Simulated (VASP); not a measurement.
# Ti (I4/mmm) in VASP: a series of runs

Runs on Ti. Level: PBEsol. Tasks: electric field gradients.

All numbers are computed with VASP 6.6.1; they aren't measurements. Logs are shortened: lines on timing, memory, paths and dates and some standing lists are left out, and cuts for length are marked.

**1. The cell of the first run**

It takes space group I4/mmm (No. 139, tetragonal). Conventional cell: a = 3.184 Å, b = 3.184 Å, c = 3.282 Å, α = 90.00°, β = 90.00°, γ = 90.00°. Within 3.7 Å of Ti (site symmetry 4/mmm) lie 14 Ti at 2.79 to 3.28 Å.

**2. Electric field gradients, PBEsol (equal xx and yy strain of -3 %)**

INCAR

```
SYSTEM = Ti
PREC = Accurate
ENCUT = 400
EDIFF = 1E-8
ISMEAR = -1
SIGMA = 0.05
LREAL = .FALSE.
LASPH = .TRUE.
NELM = 120
ALGO = Normal
ISIF = 2
LWAVE = .FALSE.
LCHARG = .FALSE.
GGA = PS
LEFG = .TRUE.
NBANDS = 12
GGA_COMPAT = .FALSE.
```

KPOINTS

```
regular mesh
0
G
  14 14 14
  0 0 0
```

POSCAR

```
Ti
1.0
   -1.5917700000      1.5917700000      1.6410000000
    1.5917700000     -1.5917700000      1.6410000000
    1.5917700000      1.5917700000     -1.6410000000
Ti
1
Direct
    0.0000000000      0.0000000000      0.0000000000
```

Potentials or basis: VASP PAW PBE potentials, release 64 (Ti_sv).

Started as:

```bash
$ cat potpaw_PBE.64/Ti_sv/POTCAR > POTCAR
$ mpirun -np 1 vasp_std > vasp.out
```

OUTCAR:

```text
SYSTEM = Ti
   PREC = Accurate
   ENCUT = 400
   EDIFF = 1E-8
   ISMEAR = -1
   LREAL = .FALSE.
   LASPH = .TRUE.
   NELM = 120
   ISIF = 2
   GGA = PS

 ion  position               nearest neighbor table
   1  0.000  0.000  0.000-

  LATTYP: Found a body centered tetragonal cell.
 ALAT       =     3.1835400000
 C/A-ratio  =     1.0309278351

  Lattice vectors:

 A1 = (  -1.5917700000,   1.5917700000,   1.6410000000)
 A2 = (   1.5917700000,  -1.5917700000,   1.6410000000)
 A3 = (   1.5917700000,   1.5917700000,  -1.6410000000)

Analysis of symmetry for initial positions (statically):
=====================================================================
 Subroutine PRICEL returns:
 Original cell was already a primitive cell.

 Routine SETGRP: Setting up the symmetry group for a
 body centered tetragonal supercell.

 Subroutine GETGRP returns: Found 16 space group operations
 (whereof 16 operations were pure point group operations)
 out of a pool of 16 trial point group operations.

The static configuration has the point symmetry D_4h.

Analysis of symmetry for dynamics (positions and initial velocities):
=====================================================================
 Subroutine PRICEL returns:
 Original cell was already a primitive cell.

 Routine SETGRP: Setting up the symmetry group for a
 body centered tetragonal supercell.

 Subroutine GETGRP returns: Found 16 space group operations
 (whereof 16 operations were pure point group operations)
 out of a pool of 16 trial point group operations.

The dynamic configuration has the point symmetry D_4h.

 Subroutine INISYM returns: Found 16 space group operations
 (whereof 16 operations are pure point group operations),
 and found     1 'primitive' translations

----------------------------------------------------------------------------------------

                                     Primitive cell

  volume of cell :      16.6314

  direct lattice vectors                    reciprocal lattice vectors
    -1.591770000  1.591770000  1.641000000     0.000000000  0.314115733  0.304692261
     1.591770000 -1.591770000  1.641000000     0.314115733  0.000000000  0.304692261
     1.591770000  1.591770000 -1.641000000     0.314115733  0.314115733  0.000000000

  length of vectors
[... 120 lines left out ...]
  ---------------------------------------------------
  ext. energy  EPLUGINS =         0.00000000
  ---------------------------------------------------
  free energy    TOTEN  =        -8.23720454 eV

  energy without entropy =       -8.21829598  energy(sigma->0) =       -8.22775026

 E-fermi :   8.4120     XC(G=0): -11.8411

 val. band max:        8.4083052165   @ k =   0.2857   0.0714   0.0000
 cond. band min:       8.4147102661   @ k =  -0.1429   0.3571   0.0714
 fundamental gap:      0.0064050496
 Fermi energy:         8.4120496764

 k-point     1 :       0.0000    0.0000    0.0000
  band No.  band energies     occupation
      1     -47.7911      2.00000
      2     -23.6952      2.00000
      3     -23.6952      2.00000
      4     -23.6930      2.00000
      5       2.3983      2.00000
      6       9.3674      0.00000
      7       9.3674      0.00000
      8       9.5906      0.00000
      9      11.1680      0.00000
     10      11.4313      0.00000
     11      25.7894      0.00000
     12      26.3353      0.00000
[... 331 lines left out ...]
 k-point    24 :       0.2857    0.1429   -0.0000
  band No.  band energies     occupation
      1     -47.6517      2.00000
      2     -24.3204      2.00000
      3     -23.9270      2.00000
      4     -23.7387      2.00000
      5       5.9055      2.00000
      6       8.1761      1.98229
      7       8.4998      0.29472
      8      11.0212      0.00000
      9      11.5807      0.00000
     10      12.7290      0.00000
     11      19.8920      0.00000
     12      22.1741      0.00000

 [... further k-points ...]
[... 5 lines left out ...]
  --------------------------------------------------------------------------------------
  -------------------------------------------------------------------------------------
  Total       -0.1779708     -0.1779708     -0.1119890      0.0000000     -0.0000000      0.0000000
  in kB      -17.1447128    -17.1447128    -10.7883956      0.0000000     -0.0000000      0.0000000
  external PRESSURE =     -15.0259404 kB  Pullay stress =       0.0000000 kB

 VOLUME and BASIS-vectors are now :
 -----------------------------------------------------------------------------
  energy-cutoff  :      400.00
  volume of cell :       16.63
      direct lattice vectors                 reciprocal lattice vectors
    -1.591770000  1.591770000  1.641000000     0.000000000  0.314115733  0.304692261
     1.591770000 -1.591770000  1.641000000     0.314115733  0.000000000  0.304692261
     1.591770000  1.591770000 -1.641000000     0.314115733  0.314115733  0.000000000

 POSITION                                       TOTAL-FORCE (eV/Angst)
 -----------------------------------------------------------------------------------
      0.00000      0.00000      0.00000        -0.000000      0.000000      0.000000
 -----------------------------------------------------------------------------------
    total drift:                                0.000000      0.000000      0.000000

  FREE ENERGIE OF THE ION-ELECTRON SYSTEM (eV)
  ---------------------------------------------------
  free  energy   TOTEN  =        -8.2372045370 eV

  energy  without entropy=       -8.2182959824  energy(sigma->0) =       -8.22775026

 Electric field gradients (V/A^2)
---------------------------------------------------------------------
 ion       V_xx      V_yy      V_zz      V_xy      V_xz      V_yz
---------------------------------------------------------------------
   1       0.321     0.321    -0.642     0.003     0.003     0.003
---------------------------------------------------------------------

 Electric field gradients after diagonalization (V/A^2)
 (convention: |V_zz| > |V_xx| > |V_yy|)
----------------------------------------------------------------------
 ion       V_xx      V_yy      V_zz     asymmetry (V_yy - V_xx)/ V_zz
----------------------------------------------------------------------
   1       0.324     0.318    -0.642       0.010
----------------------------------------------------------------------

           NMR quadrupolar parameters

 Cq : quadrupolar parameter    Cq=e*Q*V_zz/h
 eta: asymmetry parameters     (V_yy - V_xx)/ V_zz
 Q  : nuclear electric quadrupole moment in mb (millibarn)
----------------------------------------------------------------------
 ion       Cq(MHz)       eta       Q (mb)
----------------------------------------------------------------------
   1      -0.002       0.010       1.000
----------------------------------------------------------------------
```

stdout:

```text
POSCAR found type information on POSCAR Ti
 POSCAR found :  1 types and       1 ions
 scaLAPACK will be used
 -----------------------------------------------------------------------------
|                                                                             |
|                                                                             |
|     You enforced a specific xc type in the INCAR file but a different       |
|     I HOPE YOU KNOW WHAT YOU ARE DOING!                                     |
|                                                                             |
 -----------------------------------------------------------------------------

 LDA part: xc-table for (Slater+PW92), standard interpolation
 POSCAR, INCAR and KPOINTS ok, starting setup
 FFT: planning ... GRIDC
 FFT: planning ... GRID_SOFT
 FFT: planning ... GRID
 WAVECAR not read
 entering main loop
ion   1
```

Run time: 40 s. Hardware: 1 thread of Intel Xeon Platinum 8375C at 2.90GHz (Ice Lake), shared host; peak memory 0.14 GiB.

What came out:

```yaml
Free_energy: -8.2372 eV
Pressure: -1.5 GPa
Band_gap_on_the_k_mesh: zero (bands 6 and 7 overlap by 1.64 eV)
Largest_electric_field_gradient_by_atom: Ti -0.6 V/Å²
```

Stress tensor (GPa, compression positive):
```
-1.71  0.00  0.00
 0.00 -1.71  0.00
 0.00  0.00 -1.08
```

Levels at points of the mesh, in eV from the Fermi level:
```tsv
k point	band 2	band 3	band 4	band 5	band 6	band 7	band 8	band 9	band 10	band 11
(0.00, 0.00, 0.00)	-32.11	-32.11	-32.11	-6.01	0.96	0.96	1.18	2.76	3.02	17.38
(0.50, 0.00, 0.00)	-32.89	-32.34	-32.11	-2.55	-0.35	1.22	2.76	3.26	4.52	9.22
(0.50, 0.50, 0.00)	-32.89	-32.36	-32.13	-2.56	-0.62	1.44	3.06	3.34	4.56	9.44
(0.50, 0.50, 0.50)	-32.67	-32.63	-32.63	-2.29	-2.21	4.12	4.18	4.18	8.14	9.01
```

Electric field gradients, principal values (V/Å²):
```csv
atom,least,middle,greatest (by size)
1 Ti,0.318,0.324,-0.642
```

Caveat: the cell differs from its parent crystal (equal xx and yy strain of -3 %); without QUAD_EFG the Cq values of the log hold for a quadrupole moment of 1 mb, not for the nuclei; the PAW data sets were made with another functional, which shifts forces and pressure a little.

**3. Electric field gradients, PBEsol (equal xx and yy strain of -2 %)**

INCAR

```
ALGO = Normal ; EDIFF = 1E-8
ENCUT = 400 ; GGA = PS
GGA_COMPAT = F ; ISIF = 2
ISMEAR = -1 ; LASPH = T
LCHARG = F ; LEFG = T
LREAL = F ; LWAVE = F
NBANDS = 12 ; NELM = 120
PREC = Accurate ; SIGMA = 0.05
```

KPOINTS

```
k-points
0
Gamma
  14 14 14
```

POSCAR

```
Ti
1.0
   -1.6081800000      1.6081800000      1.6410000000
    1.6081800000     -1.6081800000      1.6410000000
    1.6081800000      1.6081800000     -1.6410000000
Ti
1
Direct
    0.0000000000      0.0000000000      0.0000000000
```

Potentials or basis: VASP PAW PBE potentials, release 64 (Ti_sv).

Started as:

```bash
$ cat potpaw_PBE.64/Ti_sv/POTCAR > POTCAR
$ mpirun -np 1 vasp_std > vasp.out
```

OUTCAR:

```text
EDIFF = 1E-8
   ENCUT = 400
   GGA = PS
   ISIF = 2
   ISMEAR = -1
   LASPH = T
   LREAL = F
   NELM = 120
   PREC = Accurate

 ion  position               nearest neighbor table
   1  0.000  0.000  0.000-

  LATTYP: Found a body centered tetragonal cell.
 ALAT       =     3.2163600000
 C/A-ratio  =     1.0204081633

  Lattice vectors:

 A1 = (  -1.6081800000,   1.6081800000,   1.6410000000)
 A2 = (   1.6081800000,  -1.6081800000,   1.6410000000)
 A3 = (   1.6081800000,   1.6081800000,  -1.6410000000)

Analysis of symmetry for initial positions (statically):
=====================================================================
 Subroutine PRICEL returns:
 Original cell was already a primitive cell.

 Routine SETGRP: Setting up the symmetry group for a
 body centered tetragonal supercell.

 Subroutine GETGRP returns: Found 16 space group operations
 (whereof 16 operations were pure point group operations)
 out of a pool of 16 trial point group operations.

The static configuration has the point symmetry D_4h.

Analysis of symmetry for dynamics (positions and initial velocities):
=====================================================================
 Subroutine PRICEL returns:
 Original cell was already a primitive cell.

 Routine SETGRP: Setting up the symmetry group for a
 body centered tetragonal supercell.

 Subroutine GETGRP returns: Found 16 space group operations
 (whereof 16 operations were pure point group operations)
 out of a pool of 16 trial point group operations.

The dynamic configuration has the point symmetry D_4h.

 Subroutine INISYM returns: Found 16 space group operations
 (whereof 16 operations are pure point group operations),
 and found     1 'primitive' translations

----------------------------------------------------------------------------------------

                                     Primitive cell

  volume of cell :      16.9761

  direct lattice vectors                    reciprocal lattice vectors
    -1.608180000  1.608180000  1.641000000     0.000000000  0.310910470  0.304692261
     1.608180000 -1.608180000  1.641000000     0.310910470  0.000000000  0.304692261
     1.608180000  1.608180000 -1.641000000     0.310910470  0.310910470  0.000000000

  length of vectors
     2.804526132  2.804526132  2.804526132     0.435319072  0.435319072  0.439693804

  position of ions in fractional coordinates (direct lattice)
     0.000000000  0.000000000  0.000000000

  ion indices of the primitive-cell ions
   primitive index   ion index
                 1           1

----------------------------------------------------------------------------------------

 KPOINTS: k-points

Automatic generation of k-mesh.
 Grid dimensions read from file:
 generate k-points for:   14   14   14

 Generating k-lattice:

  Cartesian coordinates                     Fractional coordinates (reciprocal lattice)
     0.000000000  0.022207891  0.021763733     0.071428571  0.000000000 -0.000000000
     0.022207891  0.000000000  0.021763733     0.000000000  0.071428571 -0.000000000
     0.022207891  0.022207891  0.000000000     0.000000000  0.000000000  0.071428571
[... 72 lines left out ...]
   ISMEAR =    -1;   SIGMA  =   0.05  broadening in eV -4-tet -1-fermi 0-gaus
   EFERMI_NEDOS =   21; number of points for ismear=-14 and -15
   IALGO  =     38    algorithm
   IMIX   =      4    mixing-type and parameters
     AMIX     =   0.40;   BMIX     =  1.00
     AMIX_MAG =   1.60;   BMIX_MAG =  1.00
  volume/ion in A,a.u.               =      16.98       114.56
  Fermi-wavevector in a.u.,A,eV,Ry     =   1.458330  2.755845 28.935888  2.126728
  Thomas-Fermi vector in A             =   2.575027
   LORBIT       =      0    0 simple, 1 ext, 2 COOP (PROOUT), +10 PAW based schemes
   GGA     = PS    functional components
   LHFCALC =     F    Hartree Fock is set to
   AEXX    =    0.0000 exact exchange contribution
   IVDW    =     0    specifies the selected vdW correction
   LEPSILON=     F    determine dielectric tensor
   LRPA    =     F    only Hartree local field effects (RPA)
 non-spin polarized calculation
  energy-cutoff  :      400.00
  volume of cell :       16.98
 maximum number of plane-waves:       329
   NGX =  9   NGY =  9   NGZ =  9

 number of electron      12.0000012 magnetization

 Free energy of the ion-electron system (eV)
  ---------------------------------------------------
  ext. energy  EPLUGINS =         0.00000000
  ---------------------------------------------------
  free energy    TOTEN  =        -8.23329670 eV

  energy without entropy =       -8.21372737  energy(sigma->0) =       -8.22351203

 E-fermi :   8.1915     XC(G=0): -11.7421

 val. band max:        8.1913204676   @ k =   0.5000   0.2143  -0.0000
 cond. band min:       8.1956292588   @ k =   0.5000   0.2857   0.0714
 fundamental gap:      0.0043087912
 Fermi energy:         8.1914978629

 k-point     1 :       0.0000    0.0000    0.0000
  band No.  band energies     occupation
      1     -48.0475      2.00000
      2     -23.9784      2.00000
      3     -23.9784      2.00000
      4     -23.9769      2.00000
      5       2.2227      2.00000
      6       9.1555      0.00000
      7       9.1555      0.00000
      8       9.3007      0.00000
      9      10.9367      0.00000
     10      11.1078      0.00000
     11      25.5444      0.00000
     12      25.9044      0.00000
[... 331 lines left out ...]
 k-point    24 :       0.2857    0.1429   -0.0000
  band No.  band energies     occupation
      1     -47.9190      2.00000
      2     -24.5650      2.00000
      3     -24.1965      2.00000
      4     -24.0212      2.00000
      5       5.7087      2.00000
      6       7.9572      1.98172
      7       8.2748      0.31806
      8      10.7530      0.00000
      9      11.3273      0.00000
     10      12.3948      0.00000
     11      19.4476      0.00000
     12      21.7253      0.00000

 [... further k-points ...]

------------------------ aborting loop because EDIFF is reached ----------------------------------------

  FORCE on cell =-STRESS in cart. coord.  units (eV):
  Direction    XX          YY          ZZ          XY          YZ          ZX
  --------------------------------------------------------------------------------------
  -------------------------------------------------------------------------------------
  Total       -0.4029587     -0.4029587     -0.3561506      0.0000000     -0.0000000     -0.0000000
  in kB      -38.0306003    -38.0306003    -33.6129308      0.0000000     -0.0000000     -0.0000000
  external PRESSURE =     -36.5580438 kB  Pullay stress =       0.0000000 kB

 VOLUME and BASIS-vectors are now :
 -----------------------------------------------------------------------------
  energy-cutoff  :      400.00
  volume of cell :       16.98
      direct lattice vectors                 reciprocal lattice vectors
    -1.608180000  1.608180000  1.641000000     0.000000000  0.310910470  0.304692261
     1.608180000 -1.608180000  1.641000000     0.310910470  0.000000000  0.304692261
     1.608180000  1.608180000 -1.641000000     0.310910470  0.310910470  0.000000000

 POSITION                                       TOTAL-FORCE (eV/Angst)
 -----------------------------------------------------------------------------------
      0.00000      0.00000      0.00000        -0.000000      0.000000      0.000000
 -----------------------------------------------------------------------------------
    total drift:                                0.000000      0.000000      0.000000

  FREE ENERGIE OF THE ION-ELECTRON SYSTEM (eV)
  ---------------------------------------------------
  free  energy   TOTEN  =        -8.2332966959 eV

  energy  without entropy=       -8.2137273688  energy(sigma->0) =       -8.22351203

 Electric field gradients (V/A^2)
---------------------------------------------------------------------
 ion       V_xx      V_yy      V_zz      V_xy      V_xz      V_yz
---------------------------------------------------------------------
   1       0.187     0.187    -0.373     0.003     0.003     0.003
---------------------------------------------------------------------

 Electric field gradients after diagonalization (V/A^2)
 (convention: |V_zz| > |V_xx| > |V_yy|)
----------------------------------------------------------------------
 ion       V_xx      V_yy      V_zz     asymmetry (V_yy - V_xx)/ V_zz
----------------------------------------------------------------------
   1       0.190     0.183    -0.373       0.018
----------------------------------------------------------------------

           NMR quadrupolar parameters

 Cq : quadrupolar parameter    Cq=e*Q*V_zz/h
 eta: asymmetry parameters     (V_yy - V_xx)/ V_zz
 Q  : nuclear electric quadrupole moment in mb (millibarn)
----------------------------------------------------------------------
 ion       Cq(MHz)       eta       Q (mb)
----------------------------------------------------------------------
   1      -0.001       0.018       1.000
----------------------------------------------------------------------
```

stdout:

```text
POSCAR found type information on POSCAR Ti
 POSCAR found :  1 types and       1 ions
 scaLAPACK will be used
 -----------------------------------------------------------------------------
|                                                                             |
|                                                                             |
|     You enforced a specific xc type in the INCAR file but a different       |
|     I HOPE YOU KNOW WHAT YOU ARE DOING!                                     |
|                                                                             |
 -----------------------------------------------------------------------------

 LDA part: xc-table for (Slater+PW92), standard interpolation
 POSCAR, INCAR and KPOINTS ok, starting setup
 FFT: planning ... GRIDC
 FFT: planning ... GRID_SOFT
 FFT: planning ... GRID
 WAVECAR not read
 entering main loop
ion   1
```

It took 37 s on 1 thread of Intel Xeon Platinum 8375C at 2.90GHz (Ice Lake), shared host; peak memory 0.14 GiB.

Results:

```
Free energy                             : -8.2333 eV
Pressure                                : -3.7 GPa
Band gap on the k mesh                  : zero (bands 6 and 7 overlap by 1.62 eV)
Largest electric field gradient by atom : Ti -0.4 V/Å²
```

Electric field gradients, principal values (V/Å²):
```csv
atom,least,middle,greatest (by size)
1 Ti,0.183,0.190,-0.373
```

Caveat: the cell differs from its parent crystal (equal xx and yy strain of -2 %); the cell stands under tension; without QUAD_EFG the Cq values of the log hold for a quadrupole moment of 1 mb, not for the nuclei; the PAW data sets were made with another functional, which shifts forces and pressure a little.

[end of part 1 of 2]
